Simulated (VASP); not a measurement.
Input of a VASP 6.6.1 run:

INCAR

```
SYSTEM = H11NO4
PREC = Accurate
ENCUT = 520
EDIFF = 1E-6
ISMEAR = -1
SIGMA = 0.05
LREAL = Auto
LASPH = .TRUE.
NELM = 60
ALGO = Normal
ISIF = 2
LWAVE = .FALSE.
LCHARG = .FALSE.
GGA = PE
NBANDS = 34
```

KPOINTS

```
regular mesh
0
G
  1 1 1
  0 0 0
```

POSCAR

```
H11NO4
1.0
    5.2305400000      0.0000000000      0.0000000000
    0.0000000000      5.2305400000      0.0000000000
    0.0000000000      0.0000000000      5.2305400000
O H N
4 11 1
Direct
    0.5480504881      0.8224772203      0.5397721841
    0.8725485323      0.7285481040      0.9837034035
    0.2641601058      0.5066016128      0.2975983359
    0.6371617462      0.2747135095      0.0685588868
    0.6725691802      0.8191506040      0.4006087326
    0.4362264699      0.6813828018      0.4784592031
    0.7850814639      0.8144665752      0.8358983967
    0.7826534163      0.5571317684      0.9963024850
    0.1674970462      0.5525433320      0.1503477652
    0.1909554272      0.3442665576      0.4545037415
    0.5287981738      0.3441518467      0.2070914284
    0.6355557935      0.0868552769      0.1003720457
    0.1379589870      0.2406826064      0.8233566706
   -0.0444695959      0.1182860661      0.6192094889
    0.2782504292      0.0360765810      0.6011807576
    0.1388957928      0.1859846211      0.6358234523
```

Potentials or basis: VASP PAW PBE potentials, release 64 (O, H, N).

Run with:

```bash
$ cat potpaw_PBE.64/O/POTCAR potpaw_PBE.64/H/POTCAR potpaw_PBE.64/N/POTCAR > POTCAR
$ mpirun -np 1 vasp_gam > vasp.out
```

**Question.** Predict the pressure.

**Answer.** -0.1 GPa.

**Question.** What does it give for the largest force?

**Answer.** 2.370 eV/Å.

**Question.** Estimate the band gap on the k mesh.

**Answer.** 4.22 eV.

Stress tensor (GPa, compression positive):
```
 0.78  1.13  0.81
 1.13 -1.13  0.90
 0.81  0.90  0.08
```

Caveat: the k points lie up to 1.20 Å⁻¹ apart.
